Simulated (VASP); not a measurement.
# CuAu (R-3m) in VASP: further runs

CuAu is run at these levels: LDA; tasks: single point.

Program: VASP 6.6.1. These are calculated values, not measurements. Logs are shortened: lines on timing, memory, paths and dates and some standing lists are left out, and cuts for length are marked.

### Step 1. The cell of the first run

Symmetry: R-3m, No. 166, trigonal system. Conventional cell: a = 2.886 Å, b = 2.886 Å, c = 12.769 Å, α = 90.00°, β = 90.00°, γ = 120.00°. Within 3.6 Å of Cu (site symmetry -3m) lie 6 Au at 2.70 Å and 6 Cu at 2.89 Å. Au (site symmetry -3m) has 6 Cu at 2.70 Å and 6 Au at 2.89 Å within 3.6 Å.

### Step 2. Single point, LDA

The input, INCAR:

```
ALGO = Normal ; EDIFF = 1E-6
ENCUT = 600 ; GGA_COMPAT = False
ISIF = 2 ; ISMEAR = 1
LASPH = True ; LCHARG = False
LREAL = False ; LWAVE = False
NBANDS = 18 ; NELM = 120
PREC = Accurate ; SIGMA = 0.3
```

The input, KPOINTS:

```
k-points
0
Gamma
  7 7 7
```

The input, POSCAR:

```
CuAu
1.0
    1.4430570000      0.8331493474      4.2561706667
   -1.4430570000      0.8331493474      4.2561706667
    0.0000000000     -1.6662986948      4.2561706667
Cu Au
1 1
Direct
    0.5000000000      0.5000000000      0.5000000000
    0.0000000000      0.0000000000      0.0000000000
```

Potentials or basis: VASP PAW LDA potentials, release 64 (Cu, Au).

Run with:

```sh
$ cat potpaw_LDA.64/Cu/POTCAR potpaw_LDA.64/Au/POTCAR > POTCAR
$ mpirun -np 1 vasp_std > vasp.out
```

OUTCAR:

```text
EDIFF = 1E-6
   ENCUT = 600
   ISIF = 2
   ISMEAR = 1
   LASPH = True
   LREAL = False
   NELM = 120
   PREC = Accurate

 ion  position               nearest neighbor table
   1  0.500  0.500  0.500-   2 2.70   2 2.70   2 2.70   2 2.70   2 2.70   2 2.70
   2  0.000  0.000  0.000-   1 2.70   1 2.70   1 2.70   1 2.70   1 2.70   1 2.70

  LATTYP: Found a trigonal (rhomboedric) cell.
 ALAT       =     4.5707264285
 COS(alpha) =     0.8006452854

  Lattice vectors:

 A1 = (   1.4430570000,   0.8331493474,   4.2561706667)
 A2 = (  -1.4430570000,   0.8331493474,   4.2561706667)
 A3 = (   0.0000000000,  -1.6662986948,   4.2561706667)

Analysis of symmetry for initial positions (statically):
=====================================================================
 Subroutine PRICEL returns:
 Original cell was already a primitive cell.

 Routine SETGRP: Setting up the symmetry group for a
 trigonal (rhombohedral) supercell.

 Subroutine GETGRP returns: Found 12 space group operations
 (whereof 12 operations were pure point group operations)
 out of a pool of 12 trial point group operations.

The static configuration has the point symmetry D_3d.

Analysis of symmetry for dynamics (positions and initial velocities):
=====================================================================
 Subroutine PRICEL returns:
 Original cell was already a primitive cell.

 Routine SETGRP: Setting up the symmetry group for a
 trigonal (rhombohedral) supercell.

 Subroutine GETGRP returns: Found 12 space group operations
 (whereof 12 operations were pure point group operations)
 out of a pool of 12 trial point group operations.

The dynamic configuration has the point symmetry D_3d.

 Subroutine INISYM returns: Found 12 space group operations
 (whereof 12 operations are pure point group operations),
 and found     1 'primitive' translations

----------------------------------------------------------------------------------------

                                     Primitive cell

  volume of cell :      30.7027

  direct lattice vectors                    reciprocal lattice vectors
     1.443057000  0.833149347  4.256170667     0.346486660  0.200044166  0.078317661
    -1.443057000  0.833149347  4.256170667    -0.346486660  0.200044166  0.078317661
     0.000000000 -1.666298695  4.256170667     0.000000000 -0.400088333  0.078317661

  length of vectors
     4.570726429  4.570726429  4.570726429     0.407681653  0.407681653  0.407681653

  position of ions in fractional coordinates (direct lattice)
     0.500000000  0.500000000  0.500000000
     0.000000000  0.000000000  0.000000000

  ion indices of the primitive-cell ions
   primitive index   ion index
                 1           1
                 2           2

----------------------------------------------------------------------------------------

 KPOINTS: k-points

Automatic generation of k-mesh.
 Grid dimensions read from file:
 generate k-points for:    7    7    7

 Generating k-lattice:

  Cartesian coordinates                     Fractional coordinates (reciprocal lattice)
     0.049498094  0.028577738  0.011188237     0.142857143  0.000000000  0.000000000
    -0.049498094  0.028577738  0.011188237     0.000000000  0.142857143  0.000000000
     0.000000000 -0.057155476  0.011188237     0.000000000  0.000000000  0.142857143

  Length of vectors
     0.058240236  0.058240236  0.058240236

  Shift w.r.t. Gamma in fractional coordinates (k-lattice)
     0.000000000  0.000000000  0.000000000

 Subroutine IBZKPT returns following result:
 ===========================================

 Found     44 irreducible k-points:

 Following reciprocal coordinates:
            Coordinates               Weight
  0.000000  0.000000  0.000000      1.000000
  0.142857  0.000000  0.000000      6.000000
  0.285714  0.000000  0.000000      6.000000
  0.428571  0.000000  0.000000      6.000000
  0.142857  0.142857  0.000000      6.000000
  0.285714  0.142857  0.000000     12.000000
[... 16 lines left out ...]
  0.285714  0.285714  0.142857      6.000000
  0.428571  0.285714  0.142857     12.000000
 [... further k-points ...]
   k-points           NKPTS =     44   k-points in BZ     NKDIM =     44   number of bands    NBANDS=     18
   number of dos      NEDOS =    301   number of ions     NIONS =      2
   total plane-waves  NPLWV =  64000
   dimension x,y,z NGX =    40 NGY =   40 NGZ =   40
   dimension x,y,z NGXF=    80 NGYF=   80 NGZF=   80
   ions per type =               1   1
   NGX,Y,Z   is equivalent  to a cutoff of  14.55, 14.55, 14.55 a.u.
   NGXF,Y,Z  is equivalent  to a cutoff of  29.10, 29.10, 29.10 a.u.
 SYSTEM =  unknown system
   PREC   = accura    normal or accurate (medium, high low for compatibility)
   ISTART =      0    job   : 0-new  1-cont  2-samecut
   ICHARG =      2    charge: 1-file 2-atom 10-const
   ISPIN  =      1    spin polarized calculation?
   LNONCOLLINEAR =      F non collinear calculations
   LSORBIT =      F    spin-orbit coupling
   LASPH  =      T    aspherical Exc in radial PAW
   ENCUT  =  600.0 eV  44.10 Ry    6.64 a.u.   9.13  9.13  9.13*2*pi/ulx,y,z
   NELM   =    120;   NELMIN=  2; NELMDL= -5     # of ELM steps
   EDIFF  = 0.1E-05   stopping-criterion for ELM
   LREAL  =      F    real-space projection
   EDIFFG = 0.1E-04   stopping-criterion for IOM
   NSW    =      0    number of steps for IOM
   IBRION =     -1    ionic relax: 0-MD 1-quasi-New 2-CG
   NFREE  =      0    steps in history (QN), initial steepest desc. (CG)
   ISIF   =      2    stress and relaxation
   ISYM   =      2    0-nonsym 1-usesym 2-fastsym
   POTIM  = 0.5000    time-step for ionic-motion
   TEBEG  =    0.0;   TEEND  =   0.0 temperature during run
   PSTRESS=    0.0 pullay stress
   NELECT =      22.0000    total number of electrons
   NUPDOWN=      -1.0000    fix difference up-down
   EMIN   =  10.00;   EMAX   =-10.00  energy-range for DOS
   EFERMI =   0.00;   METHOD = LEGACY
   ISMEAR =     1;   SIGMA  =   0.30  broadening in eV -4-tet -1-fermi 0-gaus
   EFERMI_NEDOS =   21; number of points for ismear=-14 and -15
   IALGO  =     38    algorithm
   IMIX   =      4    mixing-type and parameters
     AMIX     =   0.40;   BMIX     =  1.00
     AMIX_MAG =   1.60;   BMIX_MAG =  1.00
  volume/ion in A,a.u.               =      15.35       103.60
  Fermi-wavevector in a.u.,A,eV,Ry     =   1.464952  2.768359 29.199267  2.146086
  Thomas-Fermi vector in A             =   2.580867
   LORBIT       =      0    0 simple, 1 ext, 2 COOP (PROOUT), +10 PAW based schemes
   GGA     = CA    functional components
   LHFCALC =     F    Hartree Fock is set to
   AEXX    =    0.0000 exact exchange contribution
   IVDW    =     0    specifies the selected vdW correction
   LEPSILON=     F    determine dielectric tensor
   LRPA    =     F    only Hartree local field effects (RPA)
 non-spin polarized calculation
 Methfessel and Paxton  Order N= 1 SIGMA  =   0.30
  energy-cutoff  :      600.00
  volume of cell :       30.70
 maximum number of plane-waves:      1035
 NGX is ok and might be reduce to    40
   NGX = 19   NGY = 19   NGZ = 19

 number of electron      21.9999997 magnetization

 Free energy of the ion-electron system (eV)
  ---------------------------------------------------
  ext. energy  EPLUGINS =         0.00000000
  ---------------------------------------------------
  free energy    TOTEN  =        -9.01024435 eV

  energy without entropy =       -9.00636634  energy(sigma->0) =       -9.00895168

 E-fermi :   7.9541     XC(G=0): -12.6521

 val. band max:        7.8043412066   @ k =   0.2857   0.1429   0.1429
 cond. band min:       7.9554474943   @ k =  -0.2857   0.4286   0.2857
 fundamental gap:      0.1511062877
 Fermi energy:         7.9541056438

 k-point     1 :       0.0000    0.0000    0.0000
  band No.  band energies     occupation
      1      -1.6357      2.00000
      2       1.3819      2.00000
      3       3.0216      2.00000
      4       3.0216      2.00000
      5       4.0440      2.00000
      6       4.0440      2.00000
[... 10 lines left out ...]
     17      25.2727      0.00000
     18      27.7805      0.00000

 k-point     2 :       0.1429    0.0000    0.0000
  band No.  band energies     occupation
      1      -1.0195      2.00000
      2       1.7198      2.00000
      3       2.8173      2.00000
      4       3.3964      2.00000
      5       3.5870      2.00000
      6       4.0671      2.00000
[... 10 lines left out ...]
     17      24.3041      0.00000
     18      25.1362      0.00000

 k-point     3 :       0.2857    0.0000    0.0000
  band No.  band energies     occupation
      1       0.4818      2.00000
      2       2.0370      2.00000
      3       2.7732      2.00000
      4       3.1346      2.00000
      5       4.0036      2.00000
      6       4.4515      2.00000
[... 10 lines left out ...]
     17      22.8433      0.00000
     18      23.5322      0.00000

 k-point     4 :       0.4286    0.0000    0.0000
  band No.  band energies     occupation
      1       1.0987      2.00000
      2       2.0418      2.00000
      3       3.0321      2.00000
      4       4.0466      2.00000
      5       4.0639      2.00000
      6       4.5743      2.00000
[... 375 lines left out ...]
      4       3.2169      2.00000
      5       3.8171      2.00000
      6       4.4994      2.00000
[... 10 lines left out ...]
     17      23.0676      0.00000
     18      25.3839      0.00000

 k-point    23 :       0.2857    0.2857    0.1429
  band No.  band energies     occupation
      1      -0.5905      2.00000
      2       1.7491      2.00000
      3       2.8668      2.00000
      4       3.4552      2.00000
      5       3.6025      2.00000
      6       4.1030      2.00000
[... 10 lines left out ...]
     17      23.7186      0.00000
     18      26.3426      0.00000

 k-point    24 :       0.4286    0.2857    0.1429
  band No.  band energies     occupation
      1       0.6073      2.00000
      2       2.1300      2.00000
      3       2.4813      2.00000
      4       3.0660      2.00000
      5       3.8960      2.00000
      6       4.4048      2.00000
[... 10 lines left out ...]
     17      24.5243      0.00000
     18      25.9840      0.00000

 [... further k-points ...]

------------------------ aborting loop because EDIFF is reached ----------------------------------------

  FORCE on cell =-STRESS in cart. coord.  units (eV):
  Direction    XX          YY          ZZ          XY          YZ          ZX
  --------------------------------------------------------------------------------------
  -------------------------------------------------------------------------------------
  Total       -2.7397342     -2.7397342     -1.6690026      0.0000000      0.0000000      0.0000000
  in kB     -142.9691668   -142.9691668    -87.0945452      0.0000000      0.0000000      0.0000000
  external PRESSURE =    -124.3442929 kB  Pullay stress =       0.0000000 kB

 VOLUME and BASIS-vectors are now :
 -----------------------------------------------------------------------------
  energy-cutoff  :      600.00
  volume of cell :       30.70
      direct lattice vectors                 reciprocal lattice vectors
     1.443057000  0.833149347  4.256170667     0.346486660  0.200044166  0.078317661
    -1.443057000  0.833149347  4.256170667    -0.346486660  0.200044166  0.078317661
     0.000000000 -1.666298695  4.256170667     0.000000000 -0.400088333  0.078317661

 POSITION                                       TOTAL-FORCE (eV/Angst)
 -----------------------------------------------------------------------------------
      0.00000      0.00000      6.38426         0.000000      0.000000     -0.000000
      0.00000      0.00000      0.00000         0.000000     -0.000000      0.000000
 -----------------------------------------------------------------------------------
    total drift:                               -0.000000      0.000000     -0.000000

  FREE ENERGIE OF THE ION-ELECTRON SYSTEM (eV)
  ---------------------------------------------------
  free  energy   TOTEN  =        -9.0102443452 eV

  energy  without entropy=       -9.0063663391  energy(sigma->0) =       -9.00895168
```

Run time: 43 s. Hardware: 1 thread of Intel Xeon Platinum 8488C (Sapphire Rapids), shared host; peak memory 0.22 GiB.

What came out:

```yaml
Free_energy: -9.0102 eV
Pressure: -12.4 GPa
Band_gap_on_the_k_mesh: zero (bands 11 and 12 overlap by 3.73 eV)
```

Caveat: the k points lie up to 0.37 Å⁻¹ apart, too coarse for converged energies and pressures of a metal; so wide a smearing shifts energies and pressures; spin-orbit coupling is left out, which moves the levels of the heavy elements.

### Step 3. Single point, LDA

The input, INCAR:

```
ALGO     = Normal         # electronic algorithm
EDIFF    = 1E-6           # SCF threshold, eV
ENCUT    = 600            # plane-wave cutoff, eV
GGA_COMPAT= False        
ISIF     = 2              # what is computed and relaxed
ISMEAR   = 1              # smearing method
LASPH    = True           # aspherical terms in the spheres
LCHARG   = False          # write CHGCAR
LREAL    = False          # projectors in reciprocal space
LWAVE    = False          # write WAVECAR
NBANDS   = 18             # bands
NELM     = 120            # most SCF steps
PREC     = Accurate       # precision mode
SIGMA    = 0.2            # smearing width, eV
```

KPOINTS is that of step 2.

POSCAR is that of step 2.

Potentials or basis: VASP PAW LDA potentials, release 64 (Cu, Au).

Run with:

```sh
$ cat potpaw_LDA.64/Cu/POTCAR potpaw_LDA.64/Au/POTCAR > POTCAR
$ mpirun -np 1 vasp_std > vasp.out
```

It took 43 s on 1 thread of Intel Xeon Platinum 8488C (Sapphire Rapids), shared host; peak memory 0.22 GiB.

Results (log left out):

```
Free energy            : -9.0093 eV
Pressure               : -12.4 GPa
Band gap on the k mesh : zero (bands 11 and 12 overlap by 3.72 eV)
```

Stress tensor (GPa, compression positive):
```
-14.50   0.00   0.00
  0.00 -14.50   0.00
  0.00   0.00  -8.35
```

Levels at points of the mesh, in eV from the Fermi level:
```
           k point  band 8  band 9  band 10  band 11  band 12  band 13  band 14  band 15
(0.00, 0.00, 0.00)   -2.34   -2.34    -1.72    -1.72    -0.22     4.43    14.39    15.72
```

Caveat: the k points lie up to 0.37 Å⁻¹ apart, too coarse for converged energies and pressures of a metal; spin-orbit coupling is left out, which moves the levels of the heavy elements.

### Step 4. Single point, LDA

The input, INCAR:

```
  PREC = Accurate
  ENCUT = 600
  EDIFF = 1E-6
  ISMEAR = 1
  SIGMA = 0.1
  LREAL = F
  LASPH = T
  NELM = 120
  ALGO = Normal
  ISIF = 2
  LWAVE = F
  LCHARG = F
  GGA = CA
  NBANDS = 18
  GGA_COMPAT = F
```

The input, KPOINTS:

```
regular mesh
0
Gamma
  7 7 7
```

POSCAR is that of step 3.

Run with:

```sh
$ cat potpaw_LDA.64/Cu/POTCAR potpaw_LDA.64/Au/POTCAR > POTCAR
$ mpirun -np 1 vasp_std > vasp.out
```

Run time: 41 s. Hardware: 1 thread of Intel Xeon Platinum 8488C (Sapphire Rapids), shared host; peak memory 0.22 GiB.

The run converged. Its results:

```yaml
Free_energy: -9.0087 eV
Pressure: -12.4 GPa
Band_gap_on_the_k_mesh: zero (bands 11 and 12 overlap by 3.72 eV)
```

Stress tensor (GPa, compression positive):
```
-14.49   0.00   0.00
  0.00 -14.49   0.00
  0.00   0.00  -8.24
```

Levels at points of the mesh, in eV from the Fermi level:
```
           k point  band 8  band 9  band 10  band 11  band 12  band 13  band 14  band 15
(0.00, 0.00, 0.00)   -2.35   -2.35    -1.72    -1.72    -0.22     4.42    14.38    15.71
```

Caveat: the k points lie up to 0.37 Å⁻¹ apart, too coarse for converged energies and pressures of a metal; spin-orbit coupling is left out, which moves the levels of the heavy elements.

[end of part 1 of 2]
